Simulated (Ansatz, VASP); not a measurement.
**Two plane-wave programs on AlCu2**

```
Al Cu
1.0
     4.16944    0.00000    0.00000
    -2.08472    3.61084    0.00000
     0.00000    0.00000    2.59260
Al Cu
1 2
Direct
  0.00000 0.00000 0.00000
  0.33333 0.66667 0.50000
  0.66667 0.33333 0.50000
```

Alike in both runs: functional PBE; k mesh 12 × 12 × 18; occupations gaussian, width 0.1 eV; no spin polarisation.

Ansatz relaxed the structure, and its values are those at the end. VASP's run is a single point on that final structure, the one shown.

|  | VASP | Ansatz |
| --- | --- | --- |
| version | VASP 6.6.1 | Ansatz 0.2.0 |
| potentials or method | VASP PAW PBE potentials, release 64 (Al, Cu), cutoff 520 eV | scalar-relativistic, plane waves, PAW |
| valence electrons in the cell | 25 | 41 |

```csv
,VASP,Ansatz,Ansatz less VASP
gap on the k mesh at the Fermi level (eV),none,none,-
pressure (GPa),0.3,0.0,-0.34
```

A gap of «none» marks a metal or a gap that the smearing closes. The functional is the same, so the differences come from potentials, cutoffs and numerics. VASP's potentials hold 25 valence electrons a cell and Ansatz's 41, so a difference there can come from the potentials and not from the codes.
